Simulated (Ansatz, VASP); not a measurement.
## Si: VASP beside Ansatz

```
Si
1.0
     0.00000    2.73483    2.73483
     2.73483    0.00000    2.73483
     2.73483    2.73483    0.00000
Si
2
Direct
  0.00000 0.00000 0.00000
  0.25000 0.25000 0.25000
```

Alike in both runs: functional PBE; k mesh 10 × 10 × 10; occupations gaussian, width 0.02 eV; no spin polarisation.

Ansatz relaxed the structure, and its values are those at the end. VASP's run is a single point on that final structure, the one shown.

```csv
,VASP,Ansatz
version,VASP 6.6.1,Ansatz 0.2.0
potentials or method,"VASP PAW PBE potentials, release 64 (Si), cutoff 500 eV","scalar-relativistic, plane waves, PAW"
valence electrons in the cell,8,8
```

VASP gave:

```
gap on the k mesh at the Fermi level (eV) : 0.62
least direct gap on the mesh (eV)         : 2.56
pressure (GPa)                            : 0.0
```

Estimate Ansatz's values.

gap on the k mesh at the Fermi level (eV): 0.62; least direct gap on the mesh (eV): 2.55; pressure (GPa): 0.0.
